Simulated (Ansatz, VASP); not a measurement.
## WSe2 in VASP and in Ansatz

```
W Se
1.0
     3.27025    0.00000    0.00000
    -1.63513    2.83212    0.00000
     0.00000    0.00000   15.66154
W Se
1 2
Direct
  0.00000 0.00000 0.00000
  0.33333 0.66667 0.10682
  0.33333 0.66667 0.89318
```

Change from the starting cell: strain along c alone, the other axes held, atoms relaxed: -6.0 %.

Alike in both runs: functional PBEsol; k mesh 12 × 12 × 2; occupations gaussian, width 0.02 eV; no spin polarisation.

Ansatz relaxed the structure, and its values are those at the end. VASP's run is a single point on that final structure, the one shown.

```csv
,VASP,Ansatz
version,VASP 6.6.1,Ansatz 0.2.0
potentials or method,"VASP PAW PBE potentials, release 64 (W_sv, Se), cutoff 520 eV","scalar-relativistic, plane waves, PAW"
valence electrons in the cell,26,46
```

VASP gave:

```
gap on the k mesh at the Fermi level (eV) : 1.69
least direct gap on the mesh (eV)         : 1.69
rms of the force components (eV/Å)        : 0.027
```

Task: What did Ansatz give for the same quantities?

Result: gap on the k mesh at the Fermi level (eV): 1.69; least direct gap on the mesh (eV): 1.69; rms of the force components (eV/Å): 0.002.

VASP's potentials were made for PBE, not for PBEsol. The functional is the same, so the differences come from potentials, cutoffs and numerics. VASP's potentials hold 26 valence electrons a cell and Ansatz's 46, so a difference there can come from the potentials and not from the codes. Ansatz's warnings: stress scf threshold loose.

Neither program's run includes spin-orbit coupling.
